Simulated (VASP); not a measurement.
HfO2, 3 atoms in the cell. The structure is tetragonal, space group I4/mmm (No. 139). The conventional cell has a = 3.617 Å, b = 3.617 Å, c = 5.371 Å, α = 90.00°, β = 90.00°, γ = 90.00°. Hf (site symmetry 4/mmm) has 8 O at 2.25 Å within 3.0 Å. O (site symmetry -4m2) has 4 Hf at 2.25 Å and 6 O at 2.56 to 2.69 Å within 3.0 Å.  This cell differs from its parent crystal: strain +0.000 along x and y, +0.050 along z.

| Property | Result |
| --- | --- |
| Program | VASP 6.6.1 |
| Task | single point |
| Functional | PBEsol |
| Potentials or basis | VASP PAW PBE potentials, release 64 (Hf_pv, O) |
| Cutoff | 520 eV |
| k mesh | 8 × 8 × 8 |
| Occupations | gaussian, width 0.05 eV |
| Spin | no spin polarisation |
| Dipole correction | no |
| Further INCAR settings | ALGO = Normal; EDIFF = 1e-06; NBANDS = 18 |

Potentials or basis: VASP PAW PBE potentials, release 64 (Hf_pv, O).

Launch:

```sh
$ cat potpaw_PBE.64/Hf_pv/POTCAR potpaw_PBE.64/O/POTCAR > POTCAR
$ mpirun -np 1 vasp_std > vasp.out
```

Hardware: 1 thread of Intel(R) Xeon(R) Platinum 8375C CPU @ 2.90GHz (Ice Lake) (shared host).

Question: How long does it take, and how much memory?

Answer: Run time: 48 s on 1 thread of Intel(R) Xeon(R) Platinum 8375C CPU @ 2.90GHz (Ice Lake) (shared host), peak memory 0.18 GiB. Counts: scf iterations 13, k points 59.
